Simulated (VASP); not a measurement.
Here is a VASP 6.6.1 calculation.

The input INCAR:

```
SYSTEM = NbTeN
PREC     = Accurate       ! precision mode
ENCUT    = 520            ! plane-wave cutoff, eV
EDIFF    = 1E-6           ! SCF threshold, eV
ISMEAR   = -1             ! smearing method
SIGMA    = 0.05           ! smearing width, eV
LREAL    = .False.        ! projectors in reciprocal space
LASPH    = .True.         ! aspherical terms in the spheres
NELM     = 80             ! most SCF steps
ALGO     = Normal         ! electronic algorithm
ISIF     = 2              ! what is computed and relaxed
LWAVE    = .False.        ! write WAVECAR
LCHARG   = .True.         ! write CHGCAR
GGA      = PS             ! functional
LELF     = .True.         ! ELF
LVHAR    = .True.       
NBANDS   = 33             ! bands
```

KPOINTS

```
Automatic mesh
0
Gamma
  5 5 2
  0 0 0
```

The input POSCAR:

```
NbTeN
1.0
    3.5521253221      0.0000000000      0.0000000000
    0.0000000000      3.5521253221      0.0000000000
    0.0000000000      0.0000000000      9.4604841053
Nb Te N
2 2 2
Direct
    0.5000000000      0.0000000000      0.1143750000
    0.0000000000      0.5000000000      0.8856250000
    0.5000000000      0.0000000000      0.6986270000
    0.0000000000      0.5000000000      0.3013730000
    0.5000000000      0.5000000000      0.0000000000
    0.0000000000      0.0000000000      0.0000000000
```

Potentials or basis: VASP PAW PBE potentials, release 64 (Nb_sv, Te, N).

Command:

```sh
$ cat potpaw_PBE.64/Nb_sv/POTCAR potpaw_PBE.64/Te/POTCAR potpaw_PBE.64/N/POTCAR > POTCAR
$ mpirun -np 1 vasp_std > vasp.out
```

Problem. Estimate the pressure.

Solution. -3.1 GPa.

Problem. Estimate the largest force.

Solution. 0.557 eV/Å.

Problem. Estimate the band gap on the k mesh.

Solution. Zero (bands 24 and 25 overlap by 0.33 eV).

Stress tensor (GPa, compression positive):
```
-3.22  0.00  0.00
 0.00 -3.22  0.00
 0.00  0.00 -2.83
```

Caveat: the cell stands under tension; the PAW data sets were made with another functional, which shifts forces and pressure a little; spin-orbit coupling is left out, which moves the levels of the heavy elements; this functional lacks dispersion, which binds layers or chains, so the pressure and a relaxed spacing across them are unreliable.
